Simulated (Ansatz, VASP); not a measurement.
**Two plane-wave programs on BP**

```
CELL_PARAMETERS angstrom
0.00000 2.22362 2.26900
2.22362 0.00000 2.26900
2.22362 2.22362 0.00000
ATOMIC_POSITIONS crystal
B 0.00000 0.00000 0.00000
P 0.75000 0.75000 0.75000
```

Change from the starting cell: strain -0.0200 x Voigt [1, 1, 0, 0, 0, 0], atoms carried along.

Alike in both runs: task single point; functional r2SCAN; k mesh 10 × 10 × 10; occupations gaussian, width 0.05 eV; no spin polarisation.

```csv
,VASP,Ansatz
version,VASP 6.6.1,Ansatz 0.2.0
potentials or method,"VASP PAW PBE potentials, release 64 (B, P), cutoff 520 eV","scalar-relativistic, plane waves, PAW"
valence electrons in the cell,8,8
```

```csv
,VASP,Ansatz,Ansatz less VASP
gap on the k mesh at the Fermi level (eV),1.23,1.20,-0.030
least direct gap on the mesh (eV),3.59,3.55,-0.040
pressure (GPa),6.6,7.2,+0.55
"traceless stress, the component that is largest in VASP (GPa)",-4.14,-4.12,+0.019
```

VASP's potentials were made for PBE, not for r2SCAN. The functional is the same, so the differences come from potentials, cutoffs and numerics.
